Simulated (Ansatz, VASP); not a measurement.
# Pb: VASP and Ansatz over several settings

```
Pb
1.0
     0.00000    2.47502    2.47502
     2.47502    0.00000    2.47502
     2.47502    2.47502    0.00000
Pb
1
Direct
  0.00000 0.00000 0.00000
```

Single points on this cell with VASP 6.6.1 and Ansatz 0.2.0. Each row is one pair of runs. Alike in all rows: spin: off; VASP's potentials, cutoff: VASP PAW PBE potentials, release 64 (Pb_d), 520 eV; Ansatz's potentials, cutoff: Ansatz PAW, 420 eV.

| level | k mesh | smearing | gap on the k mesh at the Fermi level (eV), VASP | gap on the k mesh at the Fermi level (eV), Ansatz | pressure (GPa), VASP | pressure (GPa), Ansatz |
| --- | --- | --- | --- | --- | --- | --- |
| PBE | 7 × 7 × 7 | fermi-dirac, width 0.05 eV | none | none | 2.9 | 2.9 |
| PBE+D4 | 9 × 9 × 9 | fermi-dirac, width 0.05 eV | none | none | 0.0 | 0.1 |
| PBEsol+D3(BJ) | 9 × 9 × 9 | fermi-dirac, width 0.05 eV | ? | none | ? | -3.0 |
| PBE | 9 × 9 × 9 | gaussian, width 0.015 eV | none | none | 2.2 | 2.2 |
| PBE | 9 × 9 × 9 | gaussian, width 0.018 eV | none | none | 2.2 | 2.2 |
| PBE | 9 × 9 × 9 | gaussian, width 0.02 eV | none | none | 2.2 | 2.2 |
| PBE | 9 × 9 × 9 | gaussian, width 0.022 eV | none | none | 2.2 | 2.2 |
| PBE | 9 × 9 × 9 | gaussian, width 0.024 eV | none | none | 2.2 | 2.2 |

Fill in what VASP gave in row 3.

gap on the k mesh at the Fermi level (eV): none; pressure (GPa): -3.1.

A gap of «none» marks a metal or a gap that the smearing closes.

Spin-orbit coupling is off throughout.
